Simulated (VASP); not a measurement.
# TiC: single point with PBE

Crystal: TiC.

```xyz
2
Lattice="0.0000 2.1961 2.1083 2.1961 0.0000 2.1083 2.1961 2.1961 0.0000" Properties=species:S:1:pos:R:3 pbc="T T T"
Ti    0.0000    0.0000    0.0000
C     2.1961    2.1961    2.1083
```

This cell differs from its parent crystal: ratio of the length along z to the lengths across it x 0.96, volume and fractional coordinates fixed.

```json
{"Program": "VASP 6.6.1", "Task": "single point", "Functional": "PBE", "Potentials or basis": "VASP PAW PBE potentials, release 64 (Ti_sv, C)", "Cutoff": "520 eV", "k mesh": "26 × 26 × 26", "Occupations": "gaussian, width 0.15 eV", "Spin": "no spin polarisation", "Dipole correction": "no", "Further INCAR settings": "ALGO = Normal; EDIFF = 1e-07; NBANDS = 15"}
```

```
Pressure               : 1.0 GPa
Band gap on the k mesh : zero (band 8 reaches 10.30 eV, above the bottom of band 9 at 8.72 eV)
```

Stress tensor (GPa, compression positive):
```
-4.71  0.00  0.00
 0.00 -4.71  0.00
 0.00  0.00 12.46
```

Levels at points of the mesh, in eV from the Fermi level:
```
           k point  band 5  band 6  band 7  band 8  band 9  band 10  band 11  band 12
(0.00, 0.00, 0.00)  -12.40    0.59    0.59    0.89    1.55     1.62     1.62     1.77
(0.50, 0.00, 0.00)   -8.92   -5.84   -2.94   -2.88    2.81     3.01     4.11     7.85
(0.50, 0.50, 0.00)  -10.07   -3.13   -1.67   -0.25   -0.25     2.71     3.52     3.52
(0.50, 0.00, 0.50)  -10.15   -3.58   -1.59    0.05    0.08     2.67     3.37     3.61
```

It took 3.5 min on 1 thread of Intel(R) Xeon(R) Platinum 8488C (Sapphire Rapids), with other jobs on the host, peak memory 0.5 GiB.
